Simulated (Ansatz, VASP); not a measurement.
This is a calculation of PbSe for Ansatz 0.2.0.

Contents of input.yaml:

```yaml
crystal:
  lattice:
    - [0.0, 3.06065, 3.06065]
    - [3.06065, 0.0, 3.06065]
    - [3.06065, 3.06065, 0.0]
  atoms:
    - { symbol: Pb, position: [0.0, 0.0, 0.0] }
    - { symbol: Se, position: [0.5, 0.5, 0.5] }
hamiltonian:
  xc: { exchange: pbe, correlation: pbe, exx: { coeff: 0.25, omega: 0.3 } }
  pseudopotentials: { kind: paw }
kpoints:
  mp_grid: { grid: [4, 4, 4] }
scf:
  occupations: { method: fermi_dirac, width: 0.05 }
output:
  forces: true
  stress: true
relax:
  f_tol: 0.01
  max_steps: 40
  cell: { stress_tol: 0.05 }
```

Potentials or basis: Ansatz PAW.

Launch:

```sh
$ ansatz run input.yaml --threads 2 --pin off --max-ram 5632MiB --backend cpu --events-out ev --progress --plain --runs-dir out
```

Question: Translate it to VASP 6.6.1. Potentials there: VASP PAW PBE potentials, release 64 (Pb_d, Se).

Answer: As run (the cutoff follows the program's own potentials):

Contents of POSCAR:

```
PbSe
1.0
    0.0000000000      3.0606500000      3.0606500000
    3.0606500000      0.0000000000      3.0606500000
    3.0606500000      3.0606500000      0.0000000000
Pb Se
1 1
Direct
    0.0000000000      0.0000000000      0.0000000000
    0.5000000000      0.5000000000      0.5000000000
```

File INCAR.step1:

```
SYSTEM = PbSe
ALGO = Normal
EDIFF = 1E-5
ENCUT = 600
GGA = PE
ISMEAR = -1
LASPH = .TRUE.
LCHARG = .FALSE.
LREAL = .FALSE.
LWAVE = .TRUE.
NBANDS = 17
NELM = 100
PREC = Accurate
SIGMA = 0.05
```

INCAR.step2

```
SYSTEM = PbSe
AEXX = 0.25
ALGO = Normal
EDIFF = 1E-7
EDIFFG = -0.01
ENCUT = 600
GGA = PE
HFSCREEN = 0.3
IBRION = 2
ISIF = 3
ISMEAR = -1
ISTART = 1
LASPH = .TRUE.
LCHARG = .FALSE.
LHFCALC = .TRUE.
LREAL = .FALSE.
LWAVE = .FALSE.
NELM = 100
NSW = 60
PREC = Accurate
PRECFOCK = Normal
SIGMA = 0.05
```

The input KPOINTS:

```
k-points
0
G
  4 4 4
  0 0 0
```

Potentials or basis: VASP PAW PBE potentials, release 64 (Pb_d, Se).

The run is started by

```console
$ cat potpaw_PBE.64/Pb_d/POTCAR potpaw_PBE.64/Se/POTCAR > POTCAR
$ cp INCAR.step1 INCAR
$ mpirun -np 1 vasp_std > vasp.out
$ cp INCAR.step2 INCAR
$ mpirun -np 1 vasp_std > vasp.out
```

Both were run:

|  | VASP | Ansatz | Ansatz less VASP |
| --- | --- | --- | --- |
| gap on the k mesh at the Fermi level, each at its own relaxed structure (eV) | 0.68 | 0.67 | -0.008 |
| relaxed volume (Å³/atom) | 29.43 | 29.47 | +0.042 |
| relaxed length of the cell vector where the two differ most in proportion (Å) | 4.366 | 4.368 | +0.0021 |

VASP's potentials were made for PBE, not for PBE-based screened hybrid. VASP's potentials hold 20 valence electrons a cell and Ansatz's 30, so a difference there can come from the potentials and not from the codes.

The k mesh is coarse, so the values compare programs but aren't converged. Spin-orbit coupling is off throughout. Noted on Ansatz's run: the plane-wave basis is chosen anew once the cell has moved, so the energies of steps on either side of that aren't comparable.
